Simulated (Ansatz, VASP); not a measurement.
## One calculation of CoSi8Ni3, two programs

INCAR

```
  PREC = Accurate
  ENCUT = 600
  EDIFF = 1E-7
  ISMEAR = 0
  SIGMA = 0.1
  LREAL = False
  LASPH = True
  NELM = 60
  ALGO = Normal
  ISIF = 3
  LWAVE = False
  LCHARG = False
  GGA = PE
  IBRION = 2
  NSW = 100
  EDIFFG = -0.01
```

KPOINTS

```
Automatic mesh
0
Gamma
  8 8 8
```

The input POSCAR:

```
CoSi8Ni3
1.0
    5.4096442000      0.0000000000      0.0000000000
    0.0000000000      5.4096442000      0.0000000000
    0.0000000000      0.0000000000      5.4096442000
Co Si Ni
1 8 3
Direct
    0.5000000000      0.5000000000      0.5000000000
    0.7480230000      0.2519770000      0.2519770000
    0.2519770000      0.2519770000      0.7480230000
    0.7480230000      0.7480230000      0.7480230000
    0.2519770000      0.7480230000      0.2519770000
    0.2519770000      0.7480230000      0.7480230000
    0.7480230000      0.7480230000      0.2519770000
    0.2519770000      0.2519770000      0.2519770000
    0.7480230000      0.2519770000      0.7480230000
    0.5000000000      0.0000000000      0.0000000000
    0.0000000000      0.0000000000      0.5000000000
    0.0000000000      0.5000000000      0.0000000000
```

Input for Ansatz:

```yaml
crystal:
  lattice:
    - [5.4096442, 0.0, 0.0]
    - [0.0, 5.4096442, 0.0]
    - [0.0, 0.0, 5.4096442]
  atoms:
    - { symbol: Co, position: [0.5, 0.5, 0.5] }
    - { symbol: Si, position: [0.748023, 0.251977, 0.251977] }
    - { symbol: Si, position: [0.251977, 0.251977, 0.748023] }
    - { symbol: Si, position: [0.748023, 0.748023, 0.748023] }
    - { symbol: Si, position: [0.251977, 0.748023, 0.251977] }
    - { symbol: Si, position: [0.251977, 0.748023, 0.748023] }
    - { symbol: Si, position: [0.748023, 0.748023, 0.251977] }
    - { symbol: Si, position: [0.251977, 0.251977, 0.251977] }
    - { symbol: Si, position: [0.748023, 0.251977, 0.748023] }
    - { symbol: Ni, position: [0.5, 0.0, 0.0] }
    - { symbol: Ni, position: [0.0, 0.0, 0.5] }
    - { symbol: Ni, position: [0.0, 0.5, 0.0] }
basis:
  ecutwfc: 420
kpoints:
  mp_grid: { grid: [8, 8, 8] }
hamiltonian:
  xc: pbe
scf:
  occupations: { method: gaussian, width: 0.1 }
output:
  forces: true
  stress: true
  eigenvalues: true
  write_density: true
  write_potential: true
  elf: true
  volumetric_format: npy
relax:
  adjacent_minimum: "off"
  f_tol: 0.01
  max_steps: 80
  cell: { stress_tol: 0.05 }
```

Alike in both runs: task relaxation of cell and atoms; functional PBE; k mesh 8 × 8 × 8; occupations gaussian, width 0.1 eV; no spin polarisation.

|  | VASP | Ansatz |
| --- | --- | --- |
| version | VASP 6.6.1 | Ansatz 0.2.0 |
| potentials or method | VASP PAW PBE potentials, release 64 (Co, Si, Ni), cutoff 600 eV | scalar-relativistic, plane waves, PAW |
| valence electrons in the cell | 71 | 103 |

|  | VASP | Ansatz | Ansatz less VASP |
| --- | --- | --- | --- |
| gap on the k mesh at the Fermi level, each at its own relaxed structure (eV) | none | none | - |
| relaxed volume (Å³/atom) | 13.19 | 13.19 | 0.000 |
| relaxed length of the cell vector where the two differ most in proportion (Å) | 5.410 | 5.410 | 0.0000 |

A gap of «none» marks a metal or a gap that the smearing closes. VASP's potentials hold 71 valence electrons a cell and Ansatz's 103, so a difference there can come from the potentials and not from the codes.

Noted on VASP's run: the relaxation stopped at its first step, so nothing moved.
